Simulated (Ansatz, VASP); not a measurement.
**HfO2 in VASP and in Ansatz**

```
Hf O
1.0
     0.00000    2.52918    2.46064
     2.52918    0.00000    2.46064
     2.52918    2.52918    0.00000
Hf O
1 2
Direct
  0.00000 0.00000 0.00000
  0.25000 0.25000 0.25000
  0.75000 0.75000 0.75000
```

Change from the starting cell: uniaxial_z strain -2.7%.

Alike in both runs: task single point; functional HSE06; k mesh 6 × 6 × 6; no spin polarisation.

|  | VASP | Ansatz |
| --- | --- | --- |
| version | VASP 6.6.1 | Ansatz 0.2.0 |
| potentials or method | VASP PAW PBE potentials, release 64 (Hf_pv, O) | plane waves, PAW |
| plane-wave cutoff (eV) | 520 | 420 |
| occupations | gaussian, width 0.01 eV | fixed |
| valence electrons in the cell | 22 | 38 |

```csv
,VASP,Ansatz,Ansatz less VASP
gap on the k mesh at the Fermi level (eV),5.18,5.25,+0.066
pressure (GPa),2.2,7.5,+5.25
"traceless stress, the component that is largest in VASP (GPa)",9.49,9.31,-0.183
```

One of these differences is far larger than is usual between the two programs; its cause wasn't traced. VASP's potentials hold 22 valence electrons a cell and Ansatz's 38, so a difference there can come from the potentials and not from the codes. Ansatz's warnings: stress exchange threshold loose, stress scf threshold loose.

Neither program's run includes spin-orbit coupling.
